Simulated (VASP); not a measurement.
A run of VASP 6.6.1:

Contents of INCAR:

```
PREC = Accurate
ENCUT = 520
EDIFF = 1E-7
ISMEAR = -1
SIGMA = 0.08
LREAL = F
LASPH = T
NELM = 100
ALGO = Normal
ISIF = 2
LWAVE = F
LCHARG = T
GGA = PE
LELF = T
LVHAR = T
NBANDS = 11
```

Contents of KPOINTS:

```
regular mesh
0
Gamma
  16 16 9
```

POSCAR

```
Si
1.0
    2.5900683814      0.0000000000      0.0000000000
   -1.2950341907      2.2430650158      0.0000000000
    0.0000000000      0.0000000000      4.4011035346
Si
2
Direct
    0.3333333333      0.6666666667      0.2500000000
    0.6666666667      0.3333333333      0.7500000000
```

Potentials or basis: VASP PAW PBE potentials, release 64 (Si).

Command:

```sh
$ cat potpaw_PBE.64/Si/POTCAR > POTCAR
$ mpirun -np 1 vasp_std > vasp.out
```

Hardware: 1 thread of Intel(R) Xeon(R) Platinum 8488C (Sapphire Rapids) (shared host).

Question: Estimate the wall time of this run.

Answer: It took 24 s on 1 thread of Intel(R) Xeon(R) Platinum 8488C (Sapphire Rapids), on a shared host, peak memory 0.15 GiB. Counts: scf iterations 12, k points 150.
